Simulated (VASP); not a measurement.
Nb, 1 atom in the cell. Symmetry: Pm-3m, No. 221, cubic system. Conventional cell: a = 2.646 Å, b = 2.646 Å, c = 2.646 Å, α = 90.00°, β = 90.00°, γ = 90.00°. Nb (site symmetry m-3m) has 6 Nb at 2.65 Å within 3.5 Å.  This cell differs from its parent crystal: volume scaled by 0.92.

* Program: VASP 6.6.1
* Task: single point
* Functional: PBE
* Potentials or basis: VASP PAW PBE potentials, release 64 (Nb_sv)
* Cutoff: 520 eV
* k mesh: 13 × 13 × 13
* Occupations: fermi-dirac, width 0.1 eV
* Spin: no spin polarisation
* Dipole correction: no
* Further INCAR settings: ALGO = Normal; EDIFF = 1e-07; NBANDS = 12

Potentials or basis: VASP PAW PBE potentials, release 64 (Nb_sv).

Command:

```console
$ cat potpaw_PBE.64/Nb_sv/POTCAR > POTCAR
$ mpirun -np 1 vasp_std > vasp.out
```

Hardware: 1 thread of AMD EPYC 7R43 64-Core Processor (Zen 3), with other jobs on the host.

**Question.** How long does it take, and how much memory?

**Answer.** Wall time 30 s on 1 thread of AMD EPYC 7R43 64-Core Processor (Zen 3) (shared host), peak memory 0.1 GiB. Counts: scf iterations 15, k points 84.
